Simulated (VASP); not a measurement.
A run of VASP 6.6.1:

The input INCAR:

```
SYSTEM = Si62Sn
PREC = Accurate
ENCUT = 520
EDIFF = 1E-6
ISMEAR = -1
SIGMA = 0.05
LREAL = Auto
LASPH = .TRUE.
NELM = 150
ALGO = Normal
ISIF = 2
LWAVE = .FALSE.
LCHARG = .FALSE.
ISPIN = 2
MAGMOM = 0 0 0 0 0 0 0 0 0 0 0 0 0 0 0 0 0 0 0 0 0 0 0 0 0 0 0 0 0 0 0 0 0 0 0 0 0 0 0 0 0 0 0 0 0 0 0 0 0 0 0 0 0 0 0 0 0 0 0 0 0 0 1
LORBIT = 11
GGA = PE
NELECT = 263.0
NBANDS = 172
```

Contents of KPOINTS:

```
Automatic mesh
0
G
  1 1 1
  0 0 0
```

Contents of POSCAR:

```
Si62Sn
1.0
   10.8600000000      0.0000000000      0.0000000000
    0.0000000000     10.8600000000      0.0000000000
    0.0000000000      0.0000000000     10.8600000000
Si Sn
62 1
Direct
    0.4977012732     -0.0012994698     -0.0024843283
    0.6215257005      0.1231617944      0.1240608765
    0.7573571011      0.2435053778      0.0074831924
    0.7462847572     -0.0015634240      0.2488630572
    0.8664808628      0.1342990058      0.3654042866
   -0.0013869444     -0.0013925033     -0.0035339789
    0.1153410180      0.1342984385      0.1167858624
    0.2510267841      0.2509212653     -0.0035262113
    0.3739999638      0.3754962502      0.1242249059
    0.5020530045      0.4986038961      0.0011743674
    0.6304279060      0.6191830672      0.1274859816
    0.7510245156      0.7475102910      0.0012006824
    0.8740562768      0.8755853203      0.1242311662
    0.2422939412      0.0072467930      0.2455503689
    0.3705186169      0.1280212749      0.3717211930
    0.4986411004      0.2510194050      0.2486857865
    0.6214112786      0.3756441537      0.3765907974
    0.7572777940      0.4921774345      0.2563919196
    0.8738520500      0.6280985613      0.3764673392
    0.4955618609      0.0019947159      0.4977805013
    0.6218563729      0.1243064721      0.6249910831
    0.7462534956      0.2508984004      0.5012424643
    0.8740187895      0.3755201692      0.6241112890
    0.7474774479     -0.0014393817      0.7480370750
    0.8738535977      0.1232782940      0.8716511862
    0.0059558287      0.4923316261      0.0073812823
    0.1263373440      0.6279821679      0.1240486124
    0.2509458878      0.7517301192     -0.0023621408
    0.3726597045      0.8769149078      0.1243152490
    0.1152749117      0.3830011774      0.3654618284
    0.2510470422      0.5032097982      0.2488397913
    0.3746847827      0.6278592314      0.3752185802
    0.5000304901      0.7495411341      0.2486717497
    0.6217354335      0.8747783642      0.3753888517
   -0.0046595191      0.0072986797      0.4924445731
    0.1215974074      0.1279802283      0.6207484041
    0.2423160628      0.2542245153      0.4924745385
    0.3726930585      0.3754218276      0.6228768062
    0.4976776800      0.5022318078      0.5010404088
    0.6250259007      0.6245617919      0.6271904346
    0.7474860172      0.7518060904      0.5010834185
    0.8742008083      0.8768892498      0.6228814908
    0.2476413358      0.0018686968      0.7457938810
    0.3746791454      0.1245049891      0.8718762847
    0.5000621195      0.2509983119      0.7501770009
    0.6303674421      0.3722919238      0.8805465327
    0.7510332678      0.4985269409      0.7522357912
    0.8772590362      0.6192887663      0.8804563034
   -0.0014790560      0.7509194323      0.2486719446
    0.1215592341      0.8789910984      0.3717706181
   -0.0014034913      0.5033129906      0.5011697337
    0.1252366453      0.6277161081      0.6249347838
    0.2476497951      0.7539645586      0.4978075998
    0.3737110994      0.8758685191      0.6238477357
   -0.0015275460      0.2510757335      0.7487764163
    0.1262655013      0.3756590518      0.8717260660
    0.2509226108      0.5020143559      0.7480423755
    0.3770202380      0.6246067505      0.8750816563
    0.4989576553      0.7506289950      0.7490767219
    0.6249619560      0.8724998624      0.8751888785
   -0.0013642463      0.7495289896      0.7501689092
    0.1251366251      0.8748140075      0.8720193503
    0.9362818265      0.3132062994      0.1866392738
```

Potentials or basis: VASP PAW PBE potentials, release 64 (Si, Sn_d).

Run with:

```console
$ cat potpaw_PBE.64/Si/POTCAR potpaw_PBE.64/Sn_d/POTCAR > POTCAR
$ mpirun -np 1 vasp_gam > vasp.out
```

Hardware: 1 thread of Intel Xeon 8259CL, with other jobs on the host.

Q: Estimate the wall time of this run.

A: It took 31 min on 1 thread of Intel Xeon 8259CL, on a shared host, peak memory 1.4 GiB. Counts: scf iterations 20, k points 1.
